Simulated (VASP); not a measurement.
# CoO (Fm-3m) in VASP: further runs, part 3 of 3

VASP 6.6.1.

**5. Single point, LDA, collinear spin, ferromagnetic start (volume scaled by 0.98)**

File INCAR:

```
SYSTEM = CoO
  PREC = Accurate
  ENCUT = 520
  EDIFF = 1E-6
  ISMEAR = -1
  SIGMA = 0.05
  LREAL = .False.
  LASPH = .True.
  NELM = 150
  ALGO = Normal
  ISIF = 2
  LWAVE = .False.
  LCHARG = .False.
  ISPIN = 2
  MAGMOM = 2 0
  LORBIT = 11
  LMAXMIX = 4
  GGA = CA
  NBANDS = 18
```

File KPOINTS:

```
regular mesh
0
Gamma
  11 11 11
  0 0 0
```

File POSCAR:

```
CoO
1.0
    0.0000000000      2.1171941998      2.1171941998
    2.1171941998      0.0000000000      2.1171941998
    2.1171941998      2.1171941998      0.0000000000
Co O
1 1
Direct
    0.0000000000      0.0000000000      0.0000000000
    0.5000000000      0.5000000000      0.5000000000
```

Potentials or basis: VASP PAW LDA potentials, release 64 (Co, O).

Command:

```console
$ cat potpaw_LDA.64/Co/POTCAR potpaw_LDA.64/O/POTCAR > POTCAR
$ mpirun -np 1 vasp_std > vasp.out
```

OUTCAR:

```text
SYSTEM = CoO
   PREC = Accurate
   ENCUT = 520
   EDIFF = 1E-6
   ISMEAR = -1
   LREAL = .False.
   LASPH = .True.
   NELM = 150
   ISIF = 2
   ISPIN = 2
   LORBIT = 11
   GGA = CA

 ion  position               nearest neighbor table
   1  0.000  0.000  0.000-   2 2.12   2 2.12   2 2.12   2 2.12   2 2.12   2 2.12
   2  0.500  0.500  0.500-   1 2.12   1 2.12   1 2.12   1 2.12   1 2.12   1 2.12

  LATTYP: Found a face centered cubic cell.
 ALAT       =     4.2343883996

  Lattice vectors:

 A1 = (   0.0000000000,   2.1171941998,   2.1171941998)
 A2 = (   2.1171941998,   0.0000000000,   2.1171941998)
 A3 = (   2.1171941998,   2.1171941998,   0.0000000000)

Analysis of symmetry for initial positions (statically):
[... 25 lines left out ...]
The dynamic configuration has the point symmetry O_h .

Analysis of structural, dynamic, and magnetic symmetry:
=====================================================================
 Subroutine PRICEL returns:
[... 7 lines left out ...]
 out of a pool of 48 trial point group operations.

The overall configuration has the point symmetry O_h .

 Subroutine INISYM returns: Found 48 space group operations
[... 5 lines left out ...]
                                     Primitive cell

  volume of cell :      18.9807

  direct lattice vectors                    reciprocal lattice vectors
     0.000000000  2.117194200  2.117194200    -0.236161614  0.236161614  0.236161614
     2.117194200  0.000000000  2.117194200     0.236161614 -0.236161614  0.236161614
     2.117194200  2.117194200  0.000000000     0.236161614  0.236161614 -0.236161614

  length of vectors
     2.994164752  2.994164752  2.994164752     0.409043915  0.409043915  0.409043915

  position of ions in fractional coordinates (direct lattice)
     0.000000000  0.000000000  0.000000000
     0.500000000  0.500000000  0.500000000

  ion indices of the primitive-cell ions
   primitive index   ion index
                 1           1
                 2           2

----------------------------------------------------------------------------------------

 KPOINTS: regular mesh

Automatic generation of k-mesh.
 Grid dimensions read from file:
 generate k-points for:   11   11   11

 Generating k-lattice:

  Cartesian coordinates                     Fractional coordinates (reciprocal lattice)
    -0.021469238  0.021469238  0.021469238     0.090909091  0.000000000  0.000000000
     0.021469238 -0.021469238  0.021469238     0.000000000  0.090909091  0.000000000
     0.021469238  0.021469238 -0.021469238     0.000000000  0.000000000  0.090909091

  Length of vectors
     0.037185810  0.037185810  0.037185810

  Shift w.r.t. Gamma in fractional coordinates (k-lattice)
     0.000000000  0.000000000  0.000000000

 Subroutine IBZKPT returns following result:
 ===========================================

 Found     56 irreducible k-points:

 Following reciprocal coordinates:
            Coordinates               Weight
  0.000000  0.000000  0.000000      1.000000
  0.090909  0.000000  0.000000      8.000000
  0.181818  0.000000  0.000000      8.000000
  0.272727  0.000000  0.000000      8.000000
  0.363636  0.000000  0.000000      8.000000
  0.454545  0.000000  0.000000      8.000000
[... 16 lines left out ...]
 -0.272727  0.181818  0.000000     24.000000
 -0.181818  0.181818  0.000000     12.000000
 [... further k-points ...]
   k-points           NKPTS =     56   k-points in BZ     NKDIM =     56   number of bands    NBANDS=     18
   number of dos      NEDOS =    301   number of ions     NIONS =      2
   total plane-waves  NPLWV =  13824
   dimension x,y,z NGX =    24 NGY =   24 NGZ =   24
   dimension x,y,z NGXF=    48 NGYF=   48 NGZF=   48
   ions per type =               1   1
   NGX,Y,Z   is equivalent  to a cutoff of  13.33, 13.33, 13.33 a.u.
   NGXF,Y,Z  is equivalent  to a cutoff of  26.65, 26.65, 26.65 a.u.
 SYSTEM =  CoO
   PREC   = accura    normal or accurate (medium, high low for compatibility)
   ISTART =      0    job   : 0-new  1-cont  2-samecut
   ICHARG =      2    charge: 1-file 2-atom 10-const
   ISPIN  =      2    spin polarized calculation?
   LNONCOLLINEAR =      F non collinear calculations
   LSORBIT =      F    spin-orbit coupling
   LASPH  =      T    aspherical Exc in radial PAW
   ENCUT  =  520.0 eV  38.22 Ry    6.18 a.u.   5.57  5.57  5.57*2*pi/ulx,y,z
   NELM   =    150;   NELMIN=  2; NELMDL= -5     # of ELM steps
   EDIFF  = 0.1E-05   stopping-criterion for ELM
   LREAL  =      F    real-space projection
   EDIFFG = 0.1E-04   stopping-criterion for IOM
   NSW    =      0    number of steps for IOM
   IBRION =     -1    ionic relax: 0-MD 1-quasi-New 2-CG
   NFREE  =      0    steps in history (QN), initial steepest desc. (CG)
   ISIF   =      2    stress and relaxation
   ISYM   =      2    0-nonsym 1-usesym 2-fastsym
   POTIM  = 0.5000    time-step for ionic-motion
   TEBEG  =    0.0;   TEEND  =   0.0 temperature during run
   PSTRESS=    0.0 pullay stress
   NELECT =      15.0000    total number of electrons
   NUPDOWN=      -1.0000    fix difference up-down
   EMIN   =  10.00;   EMAX   =-10.00  energy-range for DOS
   EFERMI =   0.00;   METHOD = LEGACY
   ISMEAR =    -1;   SIGMA  =   0.05  broadening in eV -4-tet -1-fermi 0-gaus
   EFERMI_NEDOS =   21; number of points for ismear=-14 and -15
   IALGO  =     38    algorithm
   IMIX   =      4    mixing-type and parameters
     AMIX     =   0.40;   BMIX     =  1.00
     AMIX_MAG =   1.60;   BMIX_MAG =  1.00
  volume/ion in A,a.u.               =       9.49        64.04
  Fermi-wavevector in a.u.,A,eV,Ry     =   1.513566  2.860224 31.169322  2.290881
  Thomas-Fermi vector in A             =   2.623340
   LORBIT       =     11    0 simple, 1 ext, 2 COOP (PROOUT), +10 PAW based schemes
   GGA     = CA    functional components
   LHFCALC =     F    Hartree Fock is set to
   AEXX    =    0.0000 exact exchange contribution
   IVDW    =     0    specifies the selected vdW correction
   LEPSILON=     F    determine dielectric tensor
   LRPA    =     F    only Hartree local field effects (RPA)
 spin polarized calculation
  energy-cutoff  :      520.00
  volume of cell :       18.98
 maximum number of plane-waves:       532
   NGX = 11   NGY = 11   NGZ = 11

 number of electron      15.0000003 magnetization       2.6370096

 Free energy of the ion-electron system (eV)
  ---------------------------------------------------
  ext. energy  EPLUGINS =         0.00000000
  ---------------------------------------------------
  free energy    TOTEN  =       -14.70197584 eV

  energy without entropy =      -14.66481016  energy(sigma->0) =      -14.68339300

 E-fermi :   7.8915     XC(G=0): -12.9901

 val. band max:        7.8880641437   @ k =   0.2727   0.1818   0.0909
 cond. band min:       7.9009132537   @ k =   0.0909   0.0909   0.0000
 fundamental gap:      0.0128491099
 Fermi energy:         7.8915469620

 spin component 1

 k-point     1 :       0.0000    0.0000    0.0000
  band No.  band energies     occupation
      1     -12.3505      1.00000
      2       4.5110      1.00000
      3       4.5110      1.00000
      4       4.5110      1.00000
      5       4.9631      1.00000
      6       4.9631      1.00000
[... 10 lines left out ...]
     17      29.4509      0.00000
     18      32.8889      0.00000
[... 466 lines left out ...]
      2       1.0480      1.00000
      3       2.2558      1.00000
      4       2.7383      1.00000
      5       5.3189      1.00000
      6       5.4929      1.00000
[... 10 lines left out ...]
     17      35.7597      0.00000
     18      37.5410      0.00000

 [... further k-points ...]

 spin component 2

 k-point     1 :       0.0000    0.0000    0.0000
  band No.  band energies     occupation
      1     -11.9003      1.00000
      2       5.0156      1.00000
      3       5.0156      1.00000
      4       5.0156      1.00000
      5       6.7520      1.00000
      6       6.7520      1.00000
[... 10 lines left out ...]
     17      30.2116      0.00000
     18      33.6258      0.00000
[... 466 lines left out ...]
      2       1.6769      1.00000
      3       3.3235      1.00000
      4       3.4437      1.00000
      5       7.1779      1.00000
      6       7.5749      0.99823
[... 10 lines left out ...]
     17      36.3066      0.00000
     18      38.0792      0.00000

 [... further k-points ...]
[... 5 lines left out ...]
  --------------------------------------------------------------------------------------
  -------------------------------------------------------------------------------------
  Total       -2.1923853     -2.1923853     -2.1923853      0.0000000      0.0000000      0.0000000
  in kB     -185.0612027   -185.0612027   -185.0612027      0.0000000      0.0000000      0.0000000
  external PRESSURE =    -185.0612027 kB  Pullay stress =       0.0000000 kB

 VOLUME and BASIS-vectors are now :
 -----------------------------------------------------------------------------
  energy-cutoff  :      520.00
  volume of cell :       18.98
      direct lattice vectors                 reciprocal lattice vectors
     0.000000000  2.117194200  2.117194200    -0.236161614  0.236161614  0.236161614
     2.117194200  0.000000000  2.117194200     0.236161614 -0.236161614  0.236161614
     2.117194200  2.117194200  0.000000000     0.236161614  0.236161614 -0.236161614

 POSITION                                       TOTAL-FORCE (eV/Angst)
 -----------------------------------------------------------------------------------
      0.00000      0.00000      0.00000         0.000000      0.000000      0.000000
      2.11719      2.11719      2.11719         0.000000      0.000000      0.000000
 -----------------------------------------------------------------------------------
    total drift:                                0.000000     -0.000000     -0.000000

  FREE ENERGIE OF THE ION-ELECTRON SYSTEM (eV)
  ---------------------------------------------------
  free  energy   TOTEN  =       -14.7019758447 eV

  energy  without entropy=      -14.6648101604  energy(sigma->0) =      -14.68339300

 total charge

# of ion       s       p       d       tot
------------------------------------------
    1        0.300   0.369   7.207   7.876
    2        1.546   3.384   0.000   4.931
--------------------------------------------------
tot          1.847   3.753   7.207  12.807

 magnetization (x)

# of ion       s       p       d       tot
------------------------------------------
    1        0.019   0.017   2.279   2.315
    2        0.028   0.238   0.000   0.267
--------------------------------------------------
tot          0.047   0.256   2.279   2.582
```

stdout:

```text
POSCAR found type information on POSCAR CoO
 POSCAR found :  2 types and       2 ions
 scaLAPACK will be used
 LDA part: xc-table for (Slater(with rela. corr.)+CA(PZ))
 , standard interpolation
 POSCAR, INCAR and KPOINTS ok, starting setup
 FFT: planning ... GRIDC
 FFT: planning ... GRID_SOFT
 FFT: planning ... GRID
 WAVECAR not read
 entering main loop
```

Run time: 24 s. Hardware: 1 thread of Intel Xeon Platinum 8488C (Sapphire Rapids), shared host; peak memory 0.15 GiB.

Results:

| Property | Result |
| --- | --- |
| Free energy | -14.7020 eV |
| Pressure | -18.5 GPa |
| Net moment | 2.64 μB per cell |
| Site moments | Co +2.31; O +0.27 μB |
| Valence electrons inside the program's atomic spheres | Co 7.88; O 4.93 |

Levels at points of the mesh, in eV from the Fermi level:
Spin up:
| k point | band 5 | band 6 | band 7 | band 8 | band 9 | band 10 | band 11 | band 12 | band 13 | band 14 |
| --- | --- | --- | --- | --- | --- | --- | --- | --- | --- | --- |
| (0.00, 0.00, 0.00) | -2.93 | -2.93 | -2.93 | -2.90 | -2.90 | 1.05 | 16.68 | 18.10 | 18.10 | 18.10 |
Spin down:
```csv
k point,band 4,band 5,band 6,band 7,band 8,band 9
"(0.00, 0.00, 0.00)",-2.88,-1.14,-1.14,-1.14,-0.49,-0.49
```

Caveat: a cell with one magnetic atom can't hold antiferromagnetic order, which such compounds often take; semilocal functionals often make such compounds metallic where correlation or magnetic order opens a gap, which also shifts bond lengths.

**6. Single point, LDA, collinear spin, ferromagnetic start (volume scaled by 1.06)**

File INCAR:

```
PREC     = Accurate       # precision mode
ENCUT    = 520            # plane-wave cutoff, eV
EDIFF    = 1E-6           # SCF threshold, eV
ISMEAR   = -1             # smearing method
SIGMA    = 0.05           # smearing width, eV
LREAL    = F              # projectors in reciprocal space
LASPH    = T              # aspherical terms in the spheres
NELM     = 150            # most SCF steps
ALGO     = Normal         # electronic algorithm
ISIF     = 2              # what is computed and relaxed
LWAVE    = F              # write WAVECAR
LCHARG   = F              # write CHGCAR
ISPIN    = 2              # spin polarisation
MAGMOM   = 2 0            # initial moments
LORBIT   = 11             # projections on sites
LMAXMIX  = 4              # l up to which the mixer works
NBANDS   = 18             # bands
```

File KPOINTS:

```
regular mesh
0
Gamma
  11 11 11
```

File POSCAR:

```
CoO
1.0
    0.0000000000      2.1733047310      2.1733047310
    2.1733047310      0.0000000000      2.1733047310
    2.1733047310      2.1733047310      0.0000000000
Co O
1 1
Direct
    0.0000000000      0.0000000000      0.0000000000
    0.5000000000      0.5000000000      0.5000000000
```

Potentials or basis: VASP PAW LDA potentials, release 64 (Co, O).

Command:

```console
$ cat potpaw_LDA.64/Co/POTCAR potpaw_LDA.64/O/POTCAR > POTCAR
$ mpirun -np 1 vasp_std > vasp.out
```

Wall time 22 s (1 thread of Intel Xeon Platinum 8488C (Sapphire Rapids), shared host); peak memory 0.15 GiB.

Results (log left out):

| Quantity | Value |
| --- | --- |
| Free energy | -14.4846 eV |
| Pressure | -26.5 GPa |
| Net moment | 2.92 μB per cell |
| Site moments | Co +2.52; O +0.33 μB |
| Valence electrons inside the program's atomic spheres | Co 7.74; O 4.90 |

Levels at points of the mesh, in eV from the Fermi level:
Spin up:
```
           k point  band 5  band 6  band 7  band 8  band 9  band 10  band 11  band 12  band 13  band 14
(0.00, 0.00, 0.00)   -2.97   -2.97   -2.94   -2.94   -2.94     0.65    16.44    17.48    17.48    17.48
```
Spin down:
```
           k point  band 2  band 3  band 4  band 5  band 6  band 7  band 8  band 9  band 10  band 11
(0.00, 0.00, 0.00)   -2.42   -2.42   -2.42   -0.97   -0.97   -0.97   -0.34   -0.34     1.19    16.52
```

Caveat: a cell with one magnetic atom can't hold antiferromagnetic order, which such compounds often take; semilocal functionals often make such compounds metallic where correlation or magnetic order opens a gap, which also shifts bond lengths.

**7. Overview**

```tsv
level	potentials or basis	fixed moment (μB)	cell	k mesh	gap on the mesh (eV)	pressure (GPa)	moment (μB)
PBE	VASP PAW PBE potentials, release 64 (Co, O)	3.0	a = 3.014 Å, angles 60.0°, 2 atoms	9 × 9 × 9	-	-1.5	3.00
PBE	VASP PAW PBE potentials, release 64 (Co, O)	4.0	a = 3.014 Å, angles 60.0°, 2 atoms	9 × 9 × 9	-	21.4	4.00
LDA	VASP PAW LDA potentials, release 64 (Co, O)	-	a = 2.974 Å, angles 60.0°, 2 atoms	11 × 11 × 11	none	-17.2	2.44
LDA	VASP PAW LDA potentials, release 64 (Co, O)	-	a = 2.994 Å, angles 60.0°, 2 atoms	11 × 11 × 11	none	-18.5	2.64
LDA	VASP PAW LDA potentials, release 64 (Co, O)	-	a = 3.074 Å, angles 60.0°, 2 atoms	11 × 11 × 11	none	-26.5	2.92
```

Alike in all rows: task single point; spin collinear, ferromagnetic start; cutoff (eV) 520; smearing fermi-dirac 0.05 eV.

Caveats: a cell with one magnetic atom can't hold antiferromagnetic order, which such compounds often take; semilocal functionals often make such compounds metallic where correlation or magnetic order opens a gap, which also shifts bond lengths (some runs); the total moment is fixed, so each spin has its own Fermi level (some runs).

Absolute energies hang on the potentials; compare differences alone.
